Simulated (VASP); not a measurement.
Set up this calculation in VASP 6.6.1, as the native input.

- Task: relaxation of cell and atoms
- Functional: LDA
- Potentials or basis: VASP PAW LDA potentials, release 64 (B, N)
- Cutoff: 600 eV
- k mesh: 12 × 12 × 12
- Occupations: gaussian, width 0.01 eV
- Spin: no spin polarisation
- Target pressure: 9 GPa
- Dipole correction: no
- Further INCAR settings: ALGO = Normal; EDIFF = 1e-07; IBRION = 2; EDIFFG = -0.001; NSW = 80; ISIF = 3

The structure of BN lies in POSCAR:

```
BN
1.0
    1.2442985528      0.7183961044      3.2240992216
   -1.2442985528      0.7183961044      3.2240992216
    0.0000000000     -1.4367922088      3.2240992216
B N
1 1
Direct
    0.9997405136      0.9997405136      0.9997405136
    0.3326924864      0.3326924864      0.3326924864
```

One way to write it, as run:

INCAR

```
PREC = Accurate
ENCUT = 600
EDIFF = 1E-7
ISMEAR = 0
SIGMA = 0.01
LREAL = False
LASPH = True
NELM = 120
ALGO = Normal
ISIF = 3
LWAVE = False
LCHARG = False
IBRION = 2
NSW = 80
EDIFFG = -0.001
PSTRESS = 90.0
GGA_COMPAT = False
NELMIN = 4
```

KPOINTS

```
Automatic mesh
0
Gamma
  12 12 12
```

Potentials or basis: VASP PAW LDA potentials, release 64 (B, N).

Launch:

```sh
$ cat potpaw_LDA.64/B/POTCAR potpaw_LDA.64/N/POTCAR > POTCAR
$ mpirun -np 1 vasp_std > vasp.out
```

It gave:

```
Relaxed volume                                         : 7.44 Å³/atom
Relaxed cell                                           : a = 3.152 Å, b = 3.152 Å, c = 3.152 Å, α = 46.22°, β = 46.22°, γ = 46.22°
Space group after relaxing (to 0.05 Å)                 : R3m (No. 160)
Energy change on relaxing (the enthalpy is what falls) : +25.0 meV/atom
Ionic steps                                            : 18
Pressure after relaxing                                : 9.0 GPa
Band gap on the k mesh                                 : 3.58 eV, indirect (least direct gap 4.79 eV)
```

Caveat: the cell is relaxed towards a set pressure, so the enthalpy falls and the energy may rise.

Run time: 18 min on 1 thread of AMD EPYC 7R13, on a shared host, peak memory 0.13 GiB.
